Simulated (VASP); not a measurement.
A run of VASP 6.6.1 is set up as follows.

File INCAR:

```
PREC     = Accurate       # precision mode
ENCUT    = 520            # plane-wave cutoff, eV
EDIFF    = 1E-6           # SCF threshold, eV
ISMEAR   = 0              # smearing method
SIGMA    = 0.1            # smearing width, eV
LREAL    = False          # projectors in reciprocal space
LASPH    = True           # aspherical terms in the spheres
NELM     = 60             # most SCF steps
ALGO     = Normal         # electronic algorithm
ISIF     = 2              # what is computed and relaxed
LWAVE    = False          # write WAVECAR
LCHARG   = False          # write CHGCAR
GGA      = PE             # functional
NBANDS   = 56             # bands
```

File KPOINTS:

```
regular mesh
0
Gamma
  6 6 5
```

Contents of POSCAR:

```
Ta6N5
1.0
    4.4252770195     -2.5549348784      0.0000000000
    0.0000000000      5.1098697569      0.0000000000
    0.0000000000      0.0000000000      5.7955432028
Ta N
6 5
Direct
    0.0032264039      0.3333333333      0.2496684947
    0.0032264039      0.3333333333      0.7503315053
    0.6666666667      0.6698930706      0.2496684947
    0.6666666667      0.6698930706      0.7503315053
    0.3301069294     -0.0032264039      0.2496684947
    0.3301069294     -0.0032264039      0.7503315053
    0.6666666667      0.3333333333      0.5000000000
    0.3333333333      0.6666666667      0.0000000000
    0.3333333333      0.6666666667      0.5000000000
    0.0000000000      0.0000000000      0.0000000000
    0.0000000000      0.0000000000      0.5000000000
```

Potentials or basis: VASP PAW PBE potentials, release 64 (Ta_pv, N).

Launch:

```bash
$ cat potpaw_PBE.64/Ta_pv/POTCAR potpaw_PBE.64/N/POTCAR > POTCAR
$ mpirun -np 1 vasp_std > vasp.out
```

(1) Predict the pressure.

(2) Predict the largest force.

(3) What does it give for the band gap on the k mesh?

Results:

(1) 0.1 GPa.

(2) 0.033 eV/Å.

(3) zero (an odd number of electrons rules out a gap without spin polarisation).

Caveat: the cell differs from its parent crystal (atoms taken out, then relaxed in part); spin-orbit coupling is left out, which moves the levels of the heavy elements.
